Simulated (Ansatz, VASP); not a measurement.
**Two plane-wave programs on Ti3W**

```
CELL_PARAMETERS angstrom
4.06842 0.00000 0.00000
0.00000 4.06842 0.00000
0.00000 0.00000 4.06842
ATOMIC_POSITIONS crystal
Ti 0.50000 0.00000 0.50000
Ti 0.00000 0.50000 0.50000
Ti 0.50000 0.50000 0.00000
W 0.00000 0.00000 0.00000
```

Alike in both runs: task relaxation of cell and atoms; functional PBE; k mesh 12 × 12 × 12; occupations gaussian, width 0.1 eV; no spin polarisation.

|  | VASP | Ansatz |
| --- | --- | --- |
| version | VASP 6.6.1 | Ansatz 0.2.0 |
| potentials or method | VASP PAW PBE potentials, release 64 (Ti_sv, W_sv), cutoff 600 eV | scalar-relativistic, plane waves, PAW |
| valence electrons in the cell | 50 | 50 |

|  | VASP | Ansatz | Ansatz less VASP |
| --- | --- | --- | --- |
| gap on the k mesh at the Fermi level, each at its own relaxed structure (eV) | none | none | - |
| relaxed volume (Å³/atom) | 16.79 | 16.81 | +0.020 |
| relaxed cell length with the largest relative difference (Å) | 4.065 | 4.066 | +0.0016 |

A gap of «none» marks a metal or a gap that the smearing closes.

Neither program's run includes spin-orbit coupling.
